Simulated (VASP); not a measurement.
Input of a VASP 6.6.1 run:

Contents of POSCAR:

```
Nb
1.0
    2.7416214941      0.0000000000      0.0000000000
   -1.3708107471      2.3743138615      0.0000000000
    0.0000000000      0.0000000000      5.0218091032
Nb
2
Direct
    0.3333333333      0.6666666667      0.2500000000
    0.6666666667      0.3333333333      0.7500000000
```

File INCAR.step1:

```
SYSTEM = Nb
  PREC = Accurate
  ENCUT = 520
  ISMEAR = -1
  SIGMA = 0.05
  LREAL = .FALSE.
  LASPH = .TRUE.
  NELM = 150
  ISPIN = 2
  MAGMOM = 1 1
  LMAXMIX = 4
  NBANDS = 24
  GGA = PE
  ALGO = Normal
  EDIFF = 1E-4
  LWAVE = .TRUE.
  LCHARG = .FALSE.
```

INCAR.step2

```
SYSTEM = Nb
  PREC = Accurate
  ENCUT = 520
  EDIFF = 1E-7
  ISMEAR = -1
  SIGMA = 0.05
  LREAL = .FALSE.
  LASPH = .TRUE.
  NELM = 150
  ALGO = Normal
  ISIF = 2
  LWAVE = .FALSE.
  LCHARG = .TRUE.
  ISPIN = 2
  MAGMOM = 1 1
  LORBIT = 11
  LMAXMIX = 4
  METAGGA = R2SCAN
  LMIXTAU = .TRUE.
  LELF = .TRUE.
  LVHAR = .TRUE.
  NBANDS = 24
  ISTART = 1
```

Contents of KPOINTS:

```
Automatic mesh
0
G
  14 14 7
  0 0 0
```

Potentials or basis: VASP PAW PBE potentials, release 64 (Nb_sv).

The run is started by

```console
$ cat potpaw_PBE.64/Nb_sv/POTCAR > POTCAR
$ cp INCAR.step1 INCAR
$ mpirun -np 1 vasp_std > vasp.out
$ cp INCAR.step2 INCAR
$ mpirun -np 1 vasp_std > vasp.out
```

(1) Predict the net moment.

(2) What does it give for the band gap on the k mesh?

(3) Predict the pressure.

Answers

(1) 0.00 μB per cell.

(2) zero (filled and empty bands overlap).

(3) 26.3 GPa.

Caveat: the cell stands under pressure; the PAW data sets were made with another functional, which shifts forces and pressure a little.
